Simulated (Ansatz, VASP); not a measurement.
# AlN: VASP beside Ansatz

```
Al N
1.0
     0.00000    2.18869    2.18869
     2.18869    0.00000    2.18869
     2.18869    2.18869    0.00000
Al N
1 1
Direct
  0.00000 0.00000 0.00000
  0.25000 0.25000 0.25000
```

Alike in both runs: functional PBEsol; k mesh 10 × 10 × 10; occupations gaussian, width 0.02 eV; no spin polarisation.

Ansatz relaxed the structure, and its values are those at the end. VASP's run is a single point on that final structure, the one shown.

|  | VASP | Ansatz |
| --- | --- | --- |
| version | VASP 6.6.1 | Ansatz 0.2.0 |
| potentials or method | VASP PAW PBE potentials, release 64 (Al, N), cutoff 600 eV | scalar-relativistic, plane waves, PAW |
| valence electrons in the cell | 8 | 8 |

|  | VASP | Ansatz | Ansatz less VASP |
| --- | --- | --- | --- |
| gap on the k mesh at the Fermi level (eV) | 3.18 | 3.19 | +0.007 |
| least direct gap on the mesh (eV) | 4.08 | 4.06 | -0.016 |
| pressure (GPa) | -0.1 | 0.0 | +0.12 |

VASP's potentials were made for PBE, not for PBEsol, and Ansatz warns of the same on its side.
